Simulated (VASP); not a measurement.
BP:

```
CELL_PARAMETERS angstrom
3.20394 0.00000 0.00000
-1.60197 2.77469 0.00000
0.00000 0.00000 8.46662
ATOMIC_POSITIONS crystal
B 0.33333 0.66667 0.25000
B 0.66667 0.33333 0.75000
P 0.66667 0.33333 0.25000
P 0.33333 0.66667 0.75000
```

Base run:

```yaml
Program: VASP 6.6.1
Functional: HSE06
Potentials_or_basis: VASP PAW PBE potentials, release 64 (B, P)
Cutoff: 520 eV
k_mesh: 6 × 6 × 2
Occupations: gaussian, width 0.01 eV
Spin: no spin polarisation
```

Its results: band gap on the k mesh 1.33 eV, direct; pressure -0.5 GPa.

The run is repeated on the same cell with these changes: functional from HSE06 to PBE. What comes out?

Band gap on the k mesh 0.87 eV, direct; pressure 1.0 GPa.

HSE06 gives the wider gap, since exact exchange removes part of the self-interaction.

Caveats: this functional lacks dispersion, which binds the layers, so the pressure and a relaxed spacing across them are unreliable; the PAW data sets were made with another functional, which shifts forces and pressure a little (some runs).

A k mesh can miss the band edges.
